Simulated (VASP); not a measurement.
**Ag: single point with PBE**

The system is Ag.

```
Ag
1.0
     0.00000    2.07344    2.07344
     2.07344    0.00000    2.07344
     2.07344    2.07344    0.00000
Ag
1
Cartesian
  0.0000 0.0000 0.0000
```

```yaml
Program: VASP 6.6.1
Task: single point
Functional: PBE
Potentials_or_basis: VASP PAW PBE potentials, release 64 (Ag)
Cutoff: 520 eV
k_mesh: 13 × 13 × 13
Occupations: methfessel-paxton, width 0.01 eV
Spin: no spin polarisation
```

```json
{"Pressure": "-0.3 GPa"}
```

Levels at points of the mesh, in eV from the Fermi level:
```tsv
k point	band 3	band 4	band 5	band 6	band 7	band 8	band 9	band 10
(0.00, 0.00, 0.00)	-4.84	-4.84	-3.89	-3.89	15.73	19.05	19.05	19.05
```

It took 6.3 s on 1 thread of Intel(R) Xeon(R) 6975P-C (Granite Rapids) (shared host), peak memory 0.14 GiB.
